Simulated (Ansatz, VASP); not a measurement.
**Two plane-wave programs on Sn**

File INCAR:

```
  PREC = Accurate
  ENCUT = 520
  EDIFF = 1E-6
  ISMEAR = 0
  SIGMA = 0.15
  LREAL = False
  LASPH = True
  NELM = 60
  ALGO = Fast
  ISIF = 2
  LWAVE = False
  LCHARG = False
  GGA = PS
  NBANDS = 21
```

KPOINTS

```
regular mesh
0
Gamma
  12 12 12
```

The input POSCAR:

```
Sn
1.0
    0.0000000000      3.2942840000      3.2456000000
    3.2942840000      0.0000000000      3.2456000000
    3.2942840000      3.2942840000      0.0000000000
Sn
2
Direct
    0.5000000000      0.5000000000      0.5000000000
    0.7500000000      0.7500000000      0.7500000000
```

Input for Ansatz:

```yaml
crystal:
  lattice:
    - [0.0, 3.294284, 3.2456]
    - [3.294284, 0.0, 3.2456]
    - [3.294284, 3.294284, 0.0]
  atoms:
    - { symbol: Sn, position: [0.5, 0.5, 0.5] }
    - { symbol: Sn, position: [0.75, 0.75, 0.75] }
basis:
  ecutwfc: 420
kpoints:
  mp_grid: { grid: [12, 12, 12] }
hamiltonian:
  xc: pbesol
scf:
  occupations: { method: gaussian, width: 0.15 }
output:
  forces: true
  stress: true
  eigenvalues: true
```

Change from the starting cell: strain +0.015 along x and y, +0.000 along z, atoms carried along.

Alike in both runs: task single point; functional PBEsol; k mesh 12 × 12 × 12; occupations gaussian, width 0.15 eV; no spin polarisation.

|  | VASP | Ansatz |
| --- | --- | --- |
| version | VASP 6.6.1 | Ansatz 0.2.0 |
| potentials or method | VASP PAW PBE potentials, release 64 (Sn_d), cutoff 520 eV | scalar-relativistic, plane waves, PAW |
| valence electrons in the cell | 28 | 28 |

```tsv
	VASP	Ansatz	Ansatz less VASP
gap on the k mesh at the Fermi level (eV)	none	none	-
pressure (GPa)	-0.3	-0.3	+0.05
traceless stress, the component that is largest in VASP (GPa)	0.29	0.29	+0.001
```

VASP's potentials were made for PBE, not for PBEsol. A gap of «none» marks a metal or a gap that the smearing closes. With one functional, cell and mesh, what is left measures potentials, basis and numerics.
